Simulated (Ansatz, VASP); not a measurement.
## Two plane-wave programs on InSe

INCAR

```
SYSTEM = InSe
PREC = Accurate
ENCUT = 520
EDIFF = 1E-7
ISMEAR = -1
SIGMA = 0.05
LREAL = .False.
LASPH = .True.
NELM = 100
ALGO = Normal
ISIF = 2
LWAVE = .False.
LCHARG = .True.
GGA = PS
LELF = .True.
LVHAR = .True.
NBANDS = 27
```

File KPOINTS:

```
regular mesh
0
Gamma
  7 7 6
  0 0 0
```

POSCAR

```
InSe
1.0
    5.8263928781     -2.0546489550      0.0000000000
    5.8263928781      2.0546489550      0.0000000000
   -1.7232330140      0.0000000000      4.7713478577
In Se
2 2
Direct
    0.8882032500      0.8882032500      0.0468413600
    0.1117967500      0.1117967500      0.9531586400
    0.6609275900      0.6609275900      0.6689556200
    0.3390724100      0.3390724100      0.3310443800
```

input.yaml

```yaml
crystal:
  lattice:
    - [5.8263928781, -2.054648955, 0.0]
    - [5.8263928781, 2.054648955, 0.0]
    - [-1.723233014, 0.0, 4.7713478577]
  atoms:
    - { symbol: In, position: [0.88820325, 0.88820325, 0.04684136] }
    - { symbol: In, position: [0.11179675, 0.11179675, 0.95315864] }
    - { symbol: Se, position: [0.66092759, 0.66092759, 0.66895562] }
    - { symbol: Se, position: [0.33907241, 0.33907241, 0.33104438] }
hamiltonian:
  xc: pbesol
  pseudopotentials: { kind: paw }
kpoints:
  mp_grid: { grid: [7, 7, 6] }
scf:
  occupations: { method: fermi_dirac, width: 0.05 }
output:
  forces: true
  stress: true
  eigenvalues: true
```

Alike in both runs: task single point; functional PBEsol; k mesh 7 × 7 × 6; occupations fermi-dirac, width 0.05 eV; no spin polarisation.

|  | VASP | Ansatz |
| --- | --- | --- |
| version | VASP 6.6.1 | Ansatz 0.2.0 |
| potentials or method | VASP PAW PBE potentials, release 64 (In_d, Se) | Ansatz PAW |
| plane-wave cutoff (eV) | 520 | 420 |
| valence electrons in the cell | 38 | 58 |

```tsv
	VASP	Ansatz	Ansatz less VASP
gap on the k mesh at the Fermi level (eV)	1.07	1.08	+0.008
least direct gap on the mesh (eV)	1.15	1.16	+0.007
pressure (GPa)	-1.1	-1.2	-0.06
traceless stress, the component that is largest in VASP (GPa)	-0.29	-0.29	+0.004
rms of the force components (eV/Å)	0.034	0.030	-0.0046
```

VASP's potentials were made for PBE, not for PBEsol. Atom by atom the forces differ by 0.010 eV/Å (rms over components). VASP's potentials hold 38 valence electrons a cell and Ansatz's 58, so a difference there can come from the potentials and not from the codes.

Noted on Ansatz's run: odd divisions of the mesh miss points on the zone boundary, where band edges often lie, so the gap on the mesh can be too wide.
